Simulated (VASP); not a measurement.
A run of VASP 6.6.1:

File INCAR:

```
SYSTEM = MgO
PREC = Accurate
ENCUT = 520
EDIFF = 1E-7
ISMEAR = 0
SIGMA = 0.05
LREAL = .False.
LASPH = .True.
NELM = 100
ALGO = Normal
ISIF = 2
LWAVE = .False.
LCHARG = .True.
GGA = CA
LELF = .True.
LVHAR = .True.
NBANDS = 11
```

File KPOINTS:

```
regular mesh
0
Gamma
  10 10 10
  0 0 0
```

Contents of POSCAR:

```
MgO
1.0
    0.0133446875      2.1351500000      2.1351500000
    2.1351500000      0.0133446875      2.1351500000
    2.1484946875      2.1484946875      0.0000000000
Mg O
1 1
Direct
    0.0000000000      0.0000000000      0.0000000000
    0.5000000000      0.5000000000      0.5000000000
```

Potentials or basis: VASP PAW LDA potentials, release 64 (Mg, O).

Run with:

```sh
$ cat potpaw_LDA.64/Mg/POTCAR potpaw_LDA.64/O/POTCAR > POTCAR
$ mpirun -np 1 vasp_std > vasp.out
```

Hardware: 1 thread of AMD EPYC 9R45 96-Core Processor (Zen 5), with other jobs on the host.

Question: How long does it take, and how much memory?

Answer: It took 16 s on 1 thread of AMD EPYC 9R45 96-Core Processor (Zen 5), on a shared host, peak memory 0.13 GiB. Counts: scf iterations 12, k points 171.
